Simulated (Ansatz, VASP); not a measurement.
# CoSi in VASP and in Ansatz

Contents of INCAR:

```
PREC = Accurate
ENCUT = 520
EDIFF = 1E-6
ISMEAR = 0
SIGMA = 0.15
LREAL = F
LASPH = T
NELM = 60
ALGO = Normal
ISIF = 2
LWAVE = F
LCHARG = F
GGA = PE
NBANDS = 36
```

File KPOINTS:

```
regular mesh
0
Gamma
  10 10 10
```

Contents of POSCAR:

```
CoSi
1.0
    4.4308490675      0.0000000000      0.0000000000
    0.0000000000      4.4308490675      0.0000000000
    0.0000000000      0.0000000000      4.4308490675
Co Si
4 4
Direct
    0.1254735521      0.1254735521      0.1254735521
    0.3482181481      0.8604149559      0.6632352006
    0.6632352006      0.3482181481      0.8604149559
    0.8604149559      0.6632352006      0.3482181481
    0.8369932544      0.8369932544      0.8369932544
    0.6536124569      0.1628570288      0.3521150728
    0.3521150728      0.6536124569      0.1628570288
    0.1628570288      0.3521150728      0.6536124569
```

Input for Ansatz:

```yaml
crystal:
  lattice:
    - [4.4308490675, 0.0, 0.0]
    - [0.0, 4.4308490675, 0.0]
    - [0.0, 0.0, 4.4308490675]
  atoms:
    - { symbol: Co, position: [0.1254735521, 0.1254735521, 0.1254735521] }
    - { symbol: Co, position: [0.3482181481, 0.8604149559, 0.6632352006] }
    - { symbol: Co, position: [0.6632352006, 0.3482181481, 0.8604149559] }
    - { symbol: Co, position: [0.8604149559, 0.6632352006, 0.3482181481] }
    - { symbol: Si, position: [0.8369932544, 0.8369932544, 0.8369932544] }
    - { symbol: Si, position: [0.6536124569, 0.1628570288, 0.3521150728] }
    - { symbol: Si, position: [0.3521150728, 0.6536124569, 0.1628570288] }
    - { symbol: Si, position: [0.1628570288, 0.3521150728, 0.6536124569] }
basis:
  ecutwfc: 420
kpoints:
  mp_grid: { grid: [10, 10, 10] }
hamiltonian:
  xc: pbe
scf:
  occupations: { method: gaussian, width: 0.15 }
output:
  forces: true
  stress: true
  eigenvalues: true
```

Change from the starting cell: mode 10 (246.4 1/cm) frozen in, largest displacement -0.150 Å.

Alike in both runs: task single point; functional PBE; k mesh 10 × 10 × 10; occupations gaussian, width 0.15 eV; no spin polarisation.

|  | VASP | Ansatz |
| --- | --- | --- |
| version | VASP 6.6.1 | Ansatz 0.2.0 |
| potentials or method | VASP PAW PBE potentials, release 64 (Co, Si), cutoff 520 eV | scalar-relativistic, plane waves, PAW |
| valence electrons in the cell | 52 | 84 |

```tsv
	VASP	Ansatz	Ansatz less VASP
gap on the k mesh at the Fermi level (eV)	none	none	-
pressure (GPa)	1.6	1.7	+0.11
traceless stress, the component that is largest in VASP (GPa)	-0.33	-0.35	-0.024
rms of the force components (eV/Å)	0.635	0.638	+0.0027
```

Atom by atom the forces differ by 0.005 eV/Å (rms over components). A gap of «none» marks a metal or a gap that the smearing closes. VASP's potentials hold 52 valence electrons a cell and Ansatz's 84, so a difference there can come from the potentials and not from the codes.
